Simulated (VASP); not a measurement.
Crystal: CrN2.

```
CELL_PARAMETERS angstrom
3.90179 0.00000 0.00000
0.00000 4.80951 0.00000
0.00000 0.00000 2.78417
ATOMIC_POSITIONS crystal
Cr 0.00000 0.00000 0.00000
Cr 0.50000 0.50000 0.50000
N 0.86617 0.58878 0.00000
N 0.13383 0.41123 0.00000
N 0.36617 0.91122 0.50000
N 0.63383 0.08878 0.50000
```

Base run:

```yaml
Program: VASP 6.6.1
Functional: PBEsol
Potentials_or_basis: VASP PAW PBE potentials, release 64 (Cr_pv, N)
Cutoff: 520 eV
k_mesh: 6 × 5 × 8
Occupations: fermi-dirac, width 0.05 eV
Spin: collinear spin, ferromagnetic start
Starting_moments: "[0.75, 0.75, 0.0, 0.0, 0.0, 0.0] μB"
Fixed_moment: 1.5 μB
```

Its results: pressure -15.3 GPa; site moments Cr +0.83; N -0.05 μB; largest force 0.088 eV/Å.

Task: The run is repeated on the same cell with these changes: fixed moment from 1.5 μB to 12 μB; moments at the start from [0.75, 0.75, 0.0, 0.0, 0.0, 0.0] to [6.0, 6.0, 0.0, 0.0, 0.0, 0.0]. What comes out?

Result: Pressure 54.1 GPa; site moments Cr +4.00; N +0.64 μB; largest force 6.296 eV/Å.

Caveats: the PAW data sets were made with another functional, which shifts forces and pressure a little; the total moment is fixed, so each spin has its own Fermi level; only a ferromagnetic start was run, and an antiferromagnetic order may lie lower in energy.
